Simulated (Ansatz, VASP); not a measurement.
## Be2C: VASP beside Ansatz

INCAR

```
PREC = Accurate
ENCUT = 600
EDIFF = 1E-6
ISMEAR = 0
SIGMA = 0.1
LREAL = False
LASPH = True
NELM = 120
ALGO = Normal
ISIF = 2
LWAVE = False
LCHARG = False
GGA = PE
NBANDS = 11
GGA_COMPAT = False
```

KPOINTS

```
regular mesh
0
Gamma
  10 10 10
```

The input POSCAR:

```
Be2C
1.0
    0.0000000000      2.1622559729      2.1622559729
    2.1622559729      0.0000000000      2.1622559729
    2.1622559729      2.1622559729      0.0000000000
Be C
2 1
Direct
    0.7500000000      0.7500000000      0.7500000000
    0.2500000000      0.2500000000      0.2500000000
    0.0000000000      0.0000000000      0.0000000000
```

Input for Ansatz:

```yaml
crystal:
  lattice:
    - [0.0, 2.1622559729, 2.1622559729]
    - [2.1622559729, 0.0, 2.1622559729]
    - [2.1622559729, 2.1622559729, 0.0]
  atoms:
    - { symbol: Be, position: [0.75, 0.75, 0.75] }
    - { symbol: Be, position: [0.25, 0.25, 0.25] }
    - { symbol: C, position: [0.0, 0.0, 0.0] }
basis:
  ecutwfc: 420
kpoints:
  mp_grid: { grid: [10, 10, 10] }
hamiltonian:
  xc: pbe
scf:
  occupations: { method: gaussian, width: 0.1 }
output:
  forces: true
  stress: true
  eigenvalues: true
```

Alike in both runs: task single point; functional PBE; k mesh 10 × 10 × 10; occupations gaussian, width 0.1 eV; no spin polarisation.

|  | VASP | Ansatz |
| --- | --- | --- |
| version | VASP 6.6.1 | Ansatz 0.2.0 |
| potentials or method | VASP PAW PBE potentials, release 64 (Be, C), cutoff 600 eV | scalar-relativistic, plane waves, PAW |
| valence electrons in the cell | 8 | 8 |

```tsv
	VASP	Ansatz	Ansatz less VASP
gap on the k mesh at the Fermi level (eV)	1.16	1.17	+0.013
least direct gap on the mesh (eV)	4.13	4.14	+0.008
pressure (GPa)	0.8	0.6	-0.26
```
